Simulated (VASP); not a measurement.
Input of a VASP 6.6.1 run:

The input INCAR:

```
SYSTEM = CO2
PREC = Accurate
ENCUT = 520
EDIFF = 1E-7
ISMEAR = 0
SIGMA = 0.05
LREAL = .False.
LASPH = .True.
NELM = 100
ALGO = Normal
ISIF = 2
LWAVE = .False.
LCHARG = .False.
GGA = PE
NBANDS = 44
```

Contents of KPOINTS:

```
regular mesh
0
Gamma
  4 4 4
  0 0 0
```

File POSCAR:

```
CO2
1.0
    5.8659966990      0.0000000000      0.0000000000
    0.0000000000      5.8659966990      0.0000000000
    0.0000000000      0.0000000000      6.4602221646
C O
4 8
Direct
    0.0000000000      0.0000000000      0.0000000000
    0.5000000000      0.0000000000      0.5000000000
    0.5000000000      0.5000000000      0.0000000000
    0.0000000000      0.5000000000      0.5000000000
    0.1114834447      0.1114834447      0.1114834447
    0.3885165553      0.8885165553      0.6114834447
    0.6114834447      0.3885165553      0.8885165553
    0.8885165553      0.6114834447      0.3885165553
    0.8885165553      0.8885165553      0.8885165553
    0.6114834447      0.1114834447      0.3885165553
    0.3885165553      0.6114834447      0.1114834447
    0.1114834447      0.3885165553      0.6114834447
```

Potentials or basis: VASP PAW PBE potentials, release 64 (C, O).

The run is started by

```bash
$ cat potpaw_PBE.64/C/POTCAR potpaw_PBE.64/O/POTCAR > POTCAR
$ mpirun -np 1 vasp_std > vasp.out
```

(1) Estimate the band gap on the k mesh.

(2) Predict the largest force.

(3) Estimate the pressure.

Results:

(1) 6.54 eV.

(2) 0.375 eV/Å.

(3) 0.7 GPa.

Caveat: this functional lacks dispersion, which holds the molecules together, so the pressure and a relaxed volume are unreliable.
